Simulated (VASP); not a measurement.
Set up this calculation in VASP 6.6.1, as the native input.

```yaml
Task: single point
Functional: PBEsol
Potentials_or_basis: VASP PAW PBE potentials, release 64 (W_sv, C)
Cutoff: 520 eV
k_mesh: 18 × 18 × 16
Occupations: gaussian, width 0.15 eV
Spin: no spin polarisation
Dipole_correction: no
Further_INCAR_settings: ALGO = Normal; EDIFF = 1e-07; NBANDS = 16
```

The structure of WC lies in POSCAR:

```
WC
1.0
    2.9005014360      0.0000000000      0.0000000000
   -1.4502507180      2.5119079273      0.0000000000
    0.0000000000      0.0000000000      2.8290000000
W C
1 1
Direct
    0.0000000000      0.0000000000      0.0000000000
    0.6666666667      0.3333333333      0.5000000000
```

One way to write it, as run:

INCAR

```
SYSTEM = WC
PREC = Accurate
ENCUT = 520
EDIFF = 1E-7
ISMEAR = 0
SIGMA = 0.15
LREAL = .FALSE.
LASPH = .TRUE.
NELM = 80
ALGO = Normal
ISIF = 2
LWAVE = .FALSE.
LCHARG = .FALSE.
GGA = PS
NBANDS = 16
```

KPOINTS

```
Automatic mesh
0
G
  18 18 16
  0 0 0
```

Potentials or basis: VASP PAW PBE potentials, release 64 (W_sv, C).

Command:

```sh
$ cat potpaw_PBE.64/W_sv/POTCAR potpaw_PBE.64/C/POTCAR > POTCAR
$ mpirun -np 1 vasp_std > vasp.out
```

It gave:

| Quantity | Value |
| --- | --- |
| Pressure | 0.5 GPa |
| Band gap on the k mesh | zero (band 9 reaches 11.66 eV, above the bottom of band 10 at 10.43 eV) |

Caveat: the PAW data sets were made with another functional, which shifts forces and pressure a little; spin-orbit coupling is left out, which moves the levels of the heavy elements.

It took 28 s on 1 thread of Intel(R) Xeon(R) 6975P-C (Granite Rapids), on a shared host, peak memory 0.23 GiB.
